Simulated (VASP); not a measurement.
# B3P: single point with PBE

The system is B3P.

```
B P
1.0
     2.74079    0.00000    0.00000
    -1.37040    2.37360    0.00000
     0.00000    0.00000    8.71474
B P
3 1
Direct
  0.00000 0.00000 0.50000
  0.66667 0.33333 0.26203
  0.66667 0.33333 0.73797
  0.00000 0.00000 0.00000
```

* Program: VASP 6.6.1
* Task: single point
* Functional: PBE
* Potentials or basis: VASP PAW PBE potentials, release 64 (B, P)
* Cutoff: 500 eV
* k mesh: 6 × 6 × 2
* Occupations: gaussian, width 0.1 eV
* Spin: no spin polarisation

| Property | Result |
| --- | --- |
| Pressure | -24.2 GPa |
| Largest force | 0.524 eV/Å |
| Band gap on the k mesh | zero (band 7 reaches 9.65 eV, above the bottom of band 8 at 2.21 eV) |

Forces on the atoms (eV/Å):
```
B    0.000  0.000  0.000
B    0.000  0.000  0.524
B    0.000  0.000 -0.524
P    0.000  0.000  0.000
```

Stress tensor (GPa, compression positive):
```
-21.24   0.00   0.00
  0.00 -21.24   0.00
  0.00   0.00 -30.17
```

Levels at points of the mesh, in eV from the Fermi level:
| k point | band 4 | band 5 | band 6 | band 7 | band 8 | band 9 |
| --- | --- | --- | --- | --- | --- | --- |
| (0.00, 0.00, 0.00) | -4.91 | -4.53 | 2.64 | 2.93 | 5.92 | 5.92 |
| (0.50, 0.00, 0.00) | -4.08 | -3.89 | -3.13 | -0.17 | -0.03 | 0.24 |
| (0.00, 0.00, 0.50) | -7.23 | -1.28 | -1.06 | 5.97 | 6.12 | 6.12 |
| (0.50, 0.00, 0.50) | -4.31 | -2.85 | -2.35 | -2.00 | -1.17 | 2.64 |

It took 11 s on 1 thread of Intel Xeon 6975P-C, with other jobs on the host, peak memory 0.16 GiB.

Caveat: the k points lie up to 0.44 Å⁻¹ apart.
